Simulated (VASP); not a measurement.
Runs of VASP 6.6.1 on Cd3Se. The structure is that of space group I4/mmm (No. 139), or close to it. The cells are those of the table. 

```csv
level,potentials or basis,cell,k mesh,smearing,gap on the mesh (eV),pressure (GPa)
LDA,"VASP PAW LDA potentials, release 64 (Cd, Se)","a = 6.692 Å, angles 144.7, 144.7, 50.7°, 4 atoms",9 × 9 × 9,fermi-dirac 0.05 eV,none,-4.7
LDA,"VASP PAW LDA potentials, release 64 (Cd, Se)","a = 6.869 Å, angles 144.7, 144.7, 50.7°, 4 atoms",9 × 9 × 9,fermi-dirac 0.05 eV,none,-6.7
LDA,"VASP PAW LDA potentials, release 64 (Cd, Se)","a = 6.646 Å, angles 144.7, 144.7, 50.7°, 4 atoms",9 × 9 × 9,fermi-dirac 0.05 eV,none,(a)
LDA,"VASP PAW LDA potentials, release 64 (Cd, Se)","a = 6.599 Å, angles 144.7, 144.7, 50.7°, 4 atoms",9 × 9 × 9,fermi-dirac 0.05 eV,none,-3.2
LDA,"VASP PAW LDA potentials, release 64 (Cd, Se)","a = 6.737 Å, angles 144.7, 144.7, 50.7°, 4 atoms",9 × 9 × 9,fermi-dirac 0.05 eV,none,(b)
PBEsol,"VASP PAW PBE potentials, release 64 (Cd, Se)","a = 6.869 Å, angles 144.7, 144.7, 50.7°, 4 atoms",9 × 9 × 9,fermi-dirac 0.05 eV,none,(c)
PBEsol,"VASP PAW PBE potentials, release 64 (Cd, Se)","a = 6.599 Å, angles 144.7, 144.7, 50.7°, 4 atoms",9 × 9 × 9,fermi-dirac 0.05 eV,none,-1.1
PBEsol,"VASP PAW PBE potentials, release 64 (Cd, Se)","a = 6.737 Å, angles 144.7, 144.7, 50.7°, 4 atoms",5 × 5 × 5,fermi-dirac 0.03 eV,none,-3.4
```

Alike in all rows: task single point; no spin polarisation; cutoff (eV) 520.

Q: Estimate the missing entries.

A: (a) -4.0; (b) -5.3; (c) -5.1.

Caveats: some runs use coarse meshes; the PAW data sets were made with another functional, which shifts forces and pressure a little (some runs).

A k mesh can miss the band edges, and the runs leave out spin-orbit coupling on Cd, Se.

A gap of «none» marks levels without a gap at the run's occupations.
